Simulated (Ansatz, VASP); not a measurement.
## One calculation of HfN, two programs

INCAR

```
SYSTEM = HfN
ALGO = Normal ; EDIFF = 1E-6
ENCUT = 600 ; GGA = PE
GGA_COMPAT = .False. ; ISIF = 2
ISMEAR = 0 ; LASPH = .True.
LCHARG = .True. ; LELF = .True.
LREAL = .False. ; LVHAR = .True.
LWAVE = .False. ; NBANDS = 14
NELM = 120 ; PREC = Accurate
SIGMA = 0.05
```

File KPOINTS:

```
k-points
0
Gamma
  10 10 10
  0 0 0
```

File POSCAR:

```
HfN
1.0
    0.0000000000      2.2590026142      2.2590026142
    2.2590026142      0.0000000000      2.2590026142
    2.2590026142      2.2590026142      0.0000000000
Hf N
1 1
Direct
    0.5000000000      0.5000000000      0.5000000000
    0.0000000000      0.0000000000      0.0000000000
```

Input for Ansatz:

```yaml
crystal:
  lattice:
    - [0.0, 2.2590026142, 2.2590026142]
    - [2.2590026142, 0.0, 2.2590026142]
    - [2.2590026142, 2.2590026142, 0.0]
  atoms:
    - { symbol: Hf, position: [0.5, 0.5, 0.5] }
    - { symbol: "N", position: [0.0, 0.0, 0.0] }
basis:
  ecutwfc: 420
  ecutrho_ratio: 4
kpoints:
  mp_grid: { grid: [10, 10, 10] }
hamiltonian:
  xc: pbe
scf:
  occupations: { method: gaussian, width: 0.05 }
output:
  forces: true
  stress: true
  eigenvalues: true
```

Alike in both runs: task single point; functional PBE; k mesh 10 × 10 × 10; occupations gaussian, width 0.05 eV; no spin polarisation.

```csv
,VASP,Ansatz
version,VASP 6.6.1,Ansatz 0.2.0
potentials or method,"VASP PAW PBE potentials, release 64 (Hf_pv, N), cutoff 600 eV","scalar-relativistic, plane waves, PAW"
valence electrons in the cell,15,31
```

```tsv
	VASP	Ansatz	Ansatz less VASP
gap on the k mesh at the Fermi level (eV)	none	none	-
pressure (GPa)	2.9	5.4	+2.49
```

A gap of «none» marks a metal or a gap that the smearing closes. VASP's potentials hold 15 valence electrons a cell and Ansatz's 31, so a difference there can come from the potentials and not from the codes.

Neither program's run includes spin-orbit coupling.
